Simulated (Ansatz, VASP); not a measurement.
GaGe in VASP and in Ansatz

```xyz
2
Lattice="0.0000 2.7902 2.7902 2.7902 0.0000 2.7902 2.7902 2.7902 0.0000" Properties=species:S:1:pos:R:3 pbc="T T T"
Ga    4.1852    4.1852    4.1852
Ge    0.0000    0.0000    0.0000
```

Alike in both runs: task single point; functional PBEsol; k mesh 12 × 12 × 12; occupations gaussian, width 0.1 eV; no spin polarisation.

```csv
,VASP,Ansatz
version,VASP 6.6.1,Ansatz 0.2.0
potentials or method,"VASP PAW PBE potentials, release 64 (Ga_d, Ge_d), cutoff 520 eV","scalar-relativistic, plane waves, PAW"
valence electrons in the cell,27,27
```

|  | VASP | Ansatz | Ansatz less VASP |
| --- | --- | --- | --- |
| gap on the k mesh at the Fermi level (eV) | none | none | - |
| pressure (GPa) | 4.2 | 4.2 | +0.01 |

VASP's potentials were made for PBE, not for PBEsol. A gap of «none» marks a metal or a gap that the smearing closes.
